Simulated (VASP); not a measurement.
# TiN (Osbornite) (Fm-3m) in VASP: a series of runs

Runs on TiN (Osbornite). Level: LDA. Tasks: single point, relaxation of cell and atoms.

Everything below comes from runs of VASP 6.6.1. Logs are shortened: lines on timing, memory, paths and dates and some standing lists are left out, and cuts for length are marked.

**1. The cell of the first run**

It takes space group Fm-3m (No. 225, cubic). Conventional cell: a = 4.173 Å, b = 4.173 Å, c = 4.173 Å, α = 90.00°, β = 90.00°, γ = 90.00°. Within 2.8 Å of Ti (site symmetry m-3m) lie 6 N at 2.09 Å. N (site symmetry m-3m) has 6 Ti at 2.09 Å within 2.8 Å.

**2. Single point, LDA**

Contents of INCAR:

```
SYSTEM = TiN
PREC = Accurate
ENCUT = 520
EDIFF = 1E-7
ISMEAR = -1
SIGMA = 0.15
LREAL = .FALSE.
LASPH = .TRUE.
NELM = 60
ALGO = Normal
ISIF = 2
LWAVE = .FALSE.
LCHARG = .FALSE.
GGA = CA
NBANDS = 16
```

Contents of KPOINTS:

```
Automatic mesh
0
G
  18 18 18
  0 0 0
```

Contents of POSCAR:

```
TiN
1.0
    0.0000000000      2.0864455354      2.0864455354
    2.0864455354      0.0000000000      2.0864455354
    2.0864455354      2.0864455354      0.0000000000
Ti N
1 1
Direct
    0.0000000000      0.0000000000      0.0000000000
    0.5000000000      0.5000000000      0.5000000000
```

Potentials or basis: VASP PAW LDA potentials, release 64 (Ti_sv, N).

Started as:

```
$ cat potpaw_LDA.64/Ti_sv/POTCAR potpaw_LDA.64/N/POTCAR > POTCAR
$ mpirun -np 1 vasp_std > vasp.out
```

OUTCAR:

```text
SYSTEM = TiN
   PREC = Accurate
   ENCUT = 520
   EDIFF = 1E-7
   ISMEAR = -1
   LREAL = .FALSE.
   LASPH = .TRUE.
   NELM = 60
   ISIF = 2
   GGA = CA

 ion  position               nearest neighbor table
   1  0.000  0.000  0.000-   2 2.09   2 2.09   2 2.09   2 2.09   2 2.09   2 2.09
   2  0.500  0.500  0.500-   1 2.09   1 2.09   1 2.09   1 2.09   1 2.09   1 2.09

  LATTYP: Found a face centered cubic cell.
 ALAT       =     4.1728910708

  Lattice vectors:

 A1 = (   0.0000000000,   2.0864455354,   2.0864455354)
 A2 = (   2.0864455354,   0.0000000000,   2.0864455354)
 A3 = (   2.0864455354,   2.0864455354,   0.0000000000)

Analysis of symmetry for initial positions (statically):
=====================================================================
 Subroutine PRICEL returns:
 Original cell was already a primitive cell.

 Routine SETGRP: Setting up the symmetry group for a
 face centered cubic supercell.

 Subroutine GETGRP returns: Found 48 space group operations
 (whereof 48 operations were pure point group operations)
 out of a pool of 48 trial point group operations.

The static configuration has the point symmetry O_h .

Analysis of symmetry for dynamics (positions and initial velocities):
=====================================================================
 Subroutine PRICEL returns:
 Original cell was already a primitive cell.

 Routine SETGRP: Setting up the symmetry group for a
 face centered cubic supercell.

 Subroutine GETGRP returns: Found 48 space group operations
 (whereof 48 operations were pure point group operations)
 out of a pool of 48 trial point group operations.

The dynamic configuration has the point symmetry O_h .

 Subroutine INISYM returns: Found 48 space group operations
 (whereof 48 operations are pure point group operations),
 and found     1 'primitive' translations

----------------------------------------------------------------------------------------

                                     Primitive cell

  volume of cell :      18.1657

  direct lattice vectors                    reciprocal lattice vectors
     0.000000000  2.086445535  2.086445535    -0.239642009  0.239642009  0.239642009
     2.086445535  0.000000000  2.086445535     0.239642009 -0.239642009  0.239642009
     2.086445535  2.086445535  0.000000000     0.239642009  0.239642009 -0.239642009

  length of vectors
[... 74 lines left out ...]
   ISTART =      0    job   : 0-new  1-cont  2-samecut
   ICHARG =      2    charge: 1-file 2-atom 10-const
   ISPIN  =      1    spin polarized calculation?
   LNONCOLLINEAR =      F non collinear calculations
   LSORBIT =      F    spin-orbit coupling
   LASPH  =      T    aspherical Exc in radial PAW
   ENCUT  =  520.0 eV  38.22 Ry    6.18 a.u.   5.49  5.49  5.49*2*pi/ulx,y,z
   NELM   =     60;   NELMIN=  2; NELMDL= -5     # of ELM steps
   EDIFF  = 0.1E-06   stopping-criterion for ELM
   LREAL  =      F    real-space projection
   EDIFFG = 0.1E-05   stopping-criterion for IOM
   NSW    =      0    number of steps for IOM
   IBRION =     -1    ionic relax: 0-MD 1-quasi-New 2-CG
   NFREE  =      0    steps in history (QN), initial steepest desc. (CG)
   ISIF   =      2    stress and relaxation
   ISYM   =      2    0-nonsym 1-usesym 2-fastsym
   POTIM  = 0.5000    time-step for ionic-motion
   TEBEG  =    0.0;   TEEND  =   0.0 temperature during run
   PSTRESS=    0.0 pullay stress
   NELECT =      17.0000    total number of electrons
   NUPDOWN=      -1.0000    fix difference up-down
   EMIN   =  10.00;   EMAX   =-10.00  energy-range for DOS
   EFERMI =   0.00;   METHOD = LEGACY
   ISMEAR =    -1;   SIGMA  =   0.15  broadening in eV -4-tet -1-fermi 0-gaus
   EFERMI_NEDOS =   21; number of points for ismear=-14 and -15
   IALGO  =     38    algorithm
   IMIX   =      4    mixing-type and parameters
     AMIX     =   0.40;   BMIX     =  1.00
     AMIX_MAG =   1.60;   BMIX_MAG =  1.00
  volume/ion in A,a.u.               =       9.08        61.29
  Fermi-wavevector in a.u.,A,eV,Ry     =   1.601305  3.026028 34.887760  2.564178
  Thomas-Fermi vector in A             =   2.698304
   LORBIT       =      0    0 simple, 1 ext, 2 COOP (PROOUT), +10 PAW based schemes
   GGA     = CA    functional components
   LHFCALC =     F    Hartree Fock is set to
   AEXX    =    0.0000 exact exchange contribution
   IVDW    =     0    specifies the selected vdW correction
   LEPSILON=     F    determine dielectric tensor
   LRPA    =     F    only Hartree local field effects (RPA)
 non-spin polarized calculation
  energy-cutoff  :      520.00
  volume of cell :       18.17
 maximum number of plane-waves:       531
 NGX is ok and might be reduce to    24
   NGX = 11   NGY = 11   NGZ = 11

 number of electron      16.9999996 magnetization

 Free energy of the ion-electron system (eV)
  ---------------------------------------------------
  ext. energy  EPLUGINS =         0.00000000
  ---------------------------------------------------
  free energy    TOTEN  =       -21.70125743 eV

  energy without entropy =      -21.64248188  energy(sigma->0) =      -21.67186966

 E-fermi :  11.8355     XC(G=0): -13.6419

 val. band max:       11.8160480556   @ k =   0.5000   0.2222   0.0000
 cond. band min:      11.8585669802   @ k =   0.1111   0.0556   0.0000
 fundamental gap:      0.0425189245
 Fermi energy:        11.8355067641

 k-point     1 :       0.0000    0.0000    0.0000
  band No.  band energies     occupation
      1     -45.2140      2.00000
      2     -21.5303      2.00000
      3     -21.5303      2.00000
      4     -21.5303      2.00000
      5      -5.2720      2.00000
      6       9.7971      2.00000
[... 433 lines left out ...]
      3     -21.5891      2.00000
      4     -21.5517      2.00000
      5      -4.1207      2.00000
      6       6.2381      2.00000
[... 8 lines left out ...]
     15      25.2376      0.00000
     16      29.4814      0.00000

 [... further k-points ...]
[... 5 lines left out ...]
  --------------------------------------------------------------------------------------
  -------------------------------------------------------------------------------------
  Total        0.1270712      0.1270712      0.1270712      0.0000000     -0.0000000      0.0000000
  in kB       11.2074455     11.2074455     11.2074455      0.0000000     -0.0000000      0.0000000
  external PRESSURE =      11.2074455 kB  Pullay stress =       0.0000000 kB

 VOLUME and BASIS-vectors are now :
 -----------------------------------------------------------------------------
  energy-cutoff  :      520.00
  volume of cell :       18.17
      direct lattice vectors                 reciprocal lattice vectors
     0.000000000  2.086445535  2.086445535    -0.239642009  0.239642009  0.239642009
     2.086445535  0.000000000  2.086445535     0.239642009 -0.239642009  0.239642009
     2.086445535  2.086445535  0.000000000     0.239642009  0.239642009 -0.239642009

 POSITION                                       TOTAL-FORCE (eV/Angst)
 -----------------------------------------------------------------------------------
      0.00000      0.00000      0.00000         0.000000      0.000000     -0.000000
      2.08645      2.08645      2.08645        -0.000000     -0.000000      0.000000
 -----------------------------------------------------------------------------------
    total drift:                                0.000000     -0.000000     -0.000000

  FREE ENERGIE OF THE ION-ELECTRON SYSTEM (eV)
  ---------------------------------------------------
  free  energy   TOTEN  =       -21.7012574325 eV

  energy  without entropy=      -21.6424818808  energy(sigma->0) =      -21.67186966
```

OSZICAR:

```text
N       E                     dE             d eps       ncg     rms          rms(c)
DAV:   1     0.130073329712E+03    0.13007E+03   -0.82764E+03  6248   0.127E+03
DAV:   2    -0.195592759028E+02   -0.14963E+03   -0.14064E+03  6936   0.344E+02
DAV:   3    -0.265901729464E+02   -0.70309E+01   -0.69689E+01  7760   0.773E+01
DAV:   4    -0.267457264866E+02   -0.15555E+00   -0.15536E+00  7736   0.105E+01
DAV:   5    -0.267491302802E+02   -0.34038E-02   -0.34037E-02  7248   0.137E+00    0.190E+01
DAV:   6    -0.221255244922E+02    0.46236E+01   -0.12739E+01  8192   0.542E+01    0.714E+00
DAV:   7    -0.217503780518E+02    0.37515E+00   -0.15663E+00  7600   0.160E+01    0.529E+00
DAV:   8    -0.219045283171E+02   -0.15415E+00   -0.88343E-01  8952   0.136E+01    0.567E+00
DAV:   9    -0.217103802005E+02    0.19415E+00   -0.25219E-01  7432   0.792E+00    0.145E+00
DAV:  10    -0.217038598573E+02    0.65203E-02   -0.33431E-02  7616   0.210E+00    0.347E-01
DAV:  11    -0.217013306784E+02    0.25292E-02   -0.49896E-03  7168   0.673E-01    0.163E-01
DAV:  12    -0.217013363050E+02   -0.56266E-05   -0.42336E-04  6896   0.205E-01    0.103E-01
DAV:  13    -0.217012654019E+02    0.70903E-04   -0.26930E-04  7104   0.267E-01    0.186E-02
DAV:  14    -0.217012586447E+02    0.67572E-05   -0.13598E-05  6992   0.440E-02    0.107E-02
DAV:  15    -0.217012575714E+02    0.10733E-05   -0.29434E-06  8656   0.198E-02    0.981E-03
DAV:  16    -0.217012574324E+02    0.13894E-06   -0.52806E-07  7864   0.748E-03    0.856E-04
DAV:  17    -0.217012574325E+02   -0.22055E-10   -0.16356E-08  3672   0.160E-03
   1 F= -.21701257E+02 E0= -.21671870E+02  d E =-.587756E-01
```

stdout:

```text
POSCAR found type information on POSCAR TiN
 POSCAR found :  2 types and       2 ions
 scaLAPACK will be used
 LDA part: xc-table for (Slater(with rela. corr.)+CA(PZ))
 , standard interpolation
 POSCAR, INCAR and KPOINTS ok, starting setup
 FFT: planning ... GRIDC
 FFT: planning ... GRID_SOFT
 FFT: planning ... GRID
 WAVECAR not read
 entering main loop
```

Wall time 70 s (1 thread of Intel Xeon Platinum 8259CL at 2.50GHz (Skylake/Cascade Lake), shared host); peak memory 0.17 GiB.

Results:

* Free energy: -21.7013 eV
* Pressure: 1.1 GPa

Levels at points of the mesh, in eV from the Fermi level:
| k point | band 6 | band 7 | band 8 | band 9 | band 10 | band 11 | band 12 | band 13 |
| --- | --- | --- | --- | --- | --- | --- | --- | --- |
| (0.00, 0.00, 0.00) | -2.04 | -2.04 | -2.04 | -0.67 | -0.67 | -0.67 | 0.63 | 0.63 |
| (0.50, 0.00, 0.00) | -8.34 | -5.71 | -5.71 | 1.84 | 1.84 | 2.58 | 6.17 | 6.17 |
| (0.50, 0.50, 0.00) | -5.85 | -3.30 | -3.23 | -3.23 | 1.78 | 2.61 | 2.61 | 4.08 |

**3. Relaxation of cell and atoms, LDA**

Contents of INCAR:

```
  ALGO = Normal
  EDIFF = 1E-6
  EDIFFG = -0.001
  ENCUT = 600
  GGA = CA
  IBRION = 2
  ISIF = 3
  ISMEAR = -1
  LASPH = T
  LCHARG = F
  LREAL = F
  LWAVE = F
  NELM = 100
  NSW = 80
  PREC = Accurate
  SIGMA = 0.15
```

Contents of KPOINTS:

```
k-points
0
Gamma
  18 18 18
```

Contents of POSCAR:

```
TiN
1.0
    0.0000000000      2.0857264481      2.0857264481
    2.0857264481      0.0000000000      2.0857264481
    2.0857264481      2.0857264481      0.0000000000
Ti N
1 1
Direct
    0.0000000000      0.0000000000      0.0000000000
    0.5000000000      0.5000000000      0.5000000000
```

Potentials or basis: VASP PAW LDA potentials, release 64 (Ti_sv, N).

Started as:

```
$ cat potpaw_LDA.64/Ti_sv/POTCAR potpaw_LDA.64/N/POTCAR > POTCAR
$ mpirun -np 1 vasp_std > vasp.out
```

OUTCAR:

```text
EDIFF = 1E-6
   EDIFFG = -0.001
   ENCUT = 600
   GGA = CA
   IBRION = 2
   ISIF = 3
   ISMEAR = -1
   LASPH = T
   LREAL = F
   NELM = 100
   NSW = 80
   PREC = Accurate

 ion  position               nearest neighbor table
   1  0.000  0.000  0.000-   2 2.09   2 2.09   2 2.09   2 2.09   2 2.09   2 2.09
   2  0.500  0.500  0.500-   1 2.09   1 2.09   1 2.09   1 2.09   1 2.09   1 2.09

  LATTYP: Found a face centered cubic cell.
 ALAT       =     4.1714528962

  Lattice vectors:

 A1 = (   0.0000000000,   2.0857264481,   2.0857264481)
 A2 = (   2.0857264481,   0.0000000000,   2.0857264481)
 A3 = (   2.0857264481,   2.0857264481,   0.0000000000)

Analysis of symmetry for initial positions (statically):
=====================================================================
 Subroutine PRICEL returns:
 Original cell was already a primitive cell.

 Routine SETGRP: Setting up the symmetry group for a
 face centered cubic supercell.

 Subroutine GETGRP returns: Found 48 space group operations
 (whereof 48 operations were pure point group operations)
 out of a pool of 48 trial point group operations.

The static configuration has the point symmetry O_h .

Analysis of symmetry for dynamics (positions and initial velocities):
=====================================================================
 Subroutine PRICEL returns:
 Original cell was already a primitive cell.

 Routine SETGRP: Setting up the symmetry group for a
 face centered cubic supercell.

 Subroutine GETGRP returns: Found 48 space group operations
 (whereof 48 operations were pure point group operations)
 out of a pool of 48 trial point group operations.

The dynamic configuration has the point symmetry O_h .

 Subroutine INISYM returns: Found 48 space group operations
 (whereof 48 operations are pure point group operations),
 and found     1 'primitive' translations

----------------------------------------------------------------------------------------

                                     Primitive cell

  volume of cell :      18.1469
[... 132 lines left out ...]
  ---------------------------------------------------
  ext. energy  EPLUGINS =         0.00000000
  ---------------------------------------------------
  free energy    TOTEN  =       -21.70105661 eV

  energy without entropy =      -21.64237360  energy(sigma->0) =      -21.67171511

------------------------ aborting loop because EDIFF is reached ----------------------------------------

  FORCE on cell =-STRESS in cart. coord.  units (eV):
  Direction    XX          YY          ZZ          XY          YZ          ZX
  --------------------------------------------------------------------------------------
  -------------------------------------------------------------------------------------
  Total        0.1539978      0.1539978      0.1539978      0.0000000     -0.0000000     -0.0000000
  in kB       13.5963751     13.5963751     13.5963751      0.0000000     -0.0000000     -0.0000000
  external PRESSURE =      13.5963751 kB  Pullay stress =       0.0000000 kB
[... 95 lines left out ...]
--------------------------------------- Ionic step        4  -------------------------------------------

 number of electron      16.9999996 magnetization

 Free energy of the ion-electron system (eV)
  ---------------------------------------------------
  ext. energy  EPLUGINS =         0.00000000
  ---------------------------------------------------
  free energy    TOTEN  =       -21.70139994 eV

  energy without entropy =      -21.64237378  energy(sigma->0) =      -21.67188686

 E-fermi :  11.7908     XC(G=0): -13.6244

 val. band max:       11.7715511105   @ k =   0.5000   0.2222   0.0000
 cond. band min:      11.8138306708   @ k =   0.1111   0.0556   0.0000
 fundamental gap:      0.0422795603
 Fermi energy:        11.7908436579

 k-point     1 :       0.0000    0.0000    0.0000
  band No.  band energies     occupation
      1     -45.2621      2.00000
      2     -21.5818      2.00000
      3     -21.5818      2.00000
      4     -21.5818      2.00000
      5      -5.2971      2.00000
      6       9.7562      2.00000
      7       9.7562      2.00000
      8       9.7562      2.00000
      9      11.1287      1.97609
     10      11.1287      1.97609
     11      11.1287      1.97609
     12      12.4131      0.03110
[... 331 lines left out ...]
 k-point    24 :      -0.2222    0.0556    0.0000
  band No.  band energies     occupation
      1     -45.2003      2.00000
      2     -21.9677      2.00000
      3     -21.6400      2.00000
      4     -21.6030      2.00000
      5      -4.1524      2.00000
      6       6.2062      2.00000
      7       7.2313      2.00000
      8       7.5690      2.00000
      9      12.0452      0.31009
     10      12.2859      0.07110
     11      12.8074      0.00228
     12      14.9562      0.00000

 [... further k-points ...]

------------------------ aborting loop because EDIFF is reached ----------------------------------------

  FORCE on cell =-STRESS in cart. coord.  units (eV):
  Direction    XX          YY          ZZ          XY          YZ          ZX
  --------------------------------------------------------------------------------------
  -------------------------------------------------------------------------------------
  Total        0.0001555      0.0001555      0.0001555     -0.0000000      0.0000000      0.0000000
  in kB        0.0136754      0.0136754      0.0136754     -0.0000000      0.0000000      0.0000000
  external PRESSURE =       0.0136754 kB  Pullay stress =       0.0000000 kB
[... 17 lines left out ...]
  FREE ENERGIE OF THE ION-ELECTRON SYSTEM (eV)
  ---------------------------------------------------
  free  energy   TOTEN  =       -21.7013999373 eV

  energy  without entropy=      -21.6423737817  energy(sigma->0) =      -21.67188686

 reached required accuracy - stopping structural energy minimisation
```

Run time: 2.2 min. Hardware: 1 thread of Intel Xeon Platinum 8259CL at 2.50GHz (Skylake/Cascade Lake), shared host; peak memory 0.18 GiB.

What came out:

```yaml
Free_energy: -21.7014 eV
Relaxed_volume: 9.11 Å³/atom
Relaxed_cell: a = 2.954 Å, b = 2.954 Å, c = 2.954 Å, α = 60.00°, β = 60.00°, γ = 60.00°
Space_group_after_relaxing_to_0.05_Å: Fm-3m (No. 225)
Energy_gained_by_relaxing: 0.2 meV/atom
Ionic_steps: 4
Pressure_after_relaxing: 0.0 GPa
```

Step by step:
```
step  energy change (eV)  largest force (eV/Å)  pressure (GPa)  volume (Å³)
   1              0.0000                0.0000            1.36        18.15
   2              0.0005                0.0000           -2.02        18.35
   3             -0.0003                0.0000           -0.04        18.23
   4             -0.0003                0.0000            0.00        18.22
```

Final structure:
```yaml
crystal:
  lattice:
    - [0.00000, 2.08864, 2.08864]
    - [2.08864, 0.00000, 2.08864]
    - [2.08864, 2.08864, 0.00000]
  atoms:
    - { symbol: Ti, position: [0.00000, 0.00000, 0.00000] }
    - { symbol: N, position: [0.50000, 0.50000, 0.50000] }
```
